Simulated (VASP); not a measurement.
A run of VASP 6.6.1 is set up as follows.

INCAR

```
ALGO = Normal
DIPOL = 0.5 0.5 0.500
EDIFF = 1E-6
EDIFFG = -0.01
ENCUT = 520
GGA = CA
IBRION = 2
IDIPOL = 3
ISIF = 2
ISMEAR = -1
LASPH = T
LCHARG = F
LDIPOL = T
LREAL = F
LWAVE = F
NELM = 80
NSW = 60
PREC = Accurate
SIGMA = 0.05
```

File KPOINTS:

```
k-points
0
Gamma
  15 15 1
```

POSCAR

```
Pd
1.0
    2.7154616620      0.0000000000      0.0000000000
   -1.3577308310      2.3516587823      0.0000000000
    0.0000000000      0.0000000000     24.8687000000
Pd
5
Direct
    0.8333333330      0.1666666670      0.3216903046
    0.1666666670      0.8333333330      0.4108451521
    0.5000000000      0.5000000000      0.5000000000
    0.8333333330      0.1666666670      0.5891548479
    0.1666666670      0.8333333330      0.6783096954
```

Potentials or basis: VASP PAW LDA potentials, release 64 (Pd).

The run is started by

```sh
$ cat potpaw_LDA.64/Pd/POTCAR > POTCAR
$ mpirun -np 1 vasp_std > vasp.out
```

Problem. Estimate the band gap on the k mesh.

Solution. Zero (bands 25 and 26 overlap by 1.02 eV).

Problem. What does it give for the energy gained by relaxing?

Solution. 0.1 meV/atom.

Forces in eV/Å, atoms in the order of the input:
```
Pd   0.000  0.000 -0.006
Pd   0.000  0.000 -0.003
Pd   0.000  0.000  0.000
Pd   0.000  0.000  0.003
Pd   0.000  0.000  0.006
```
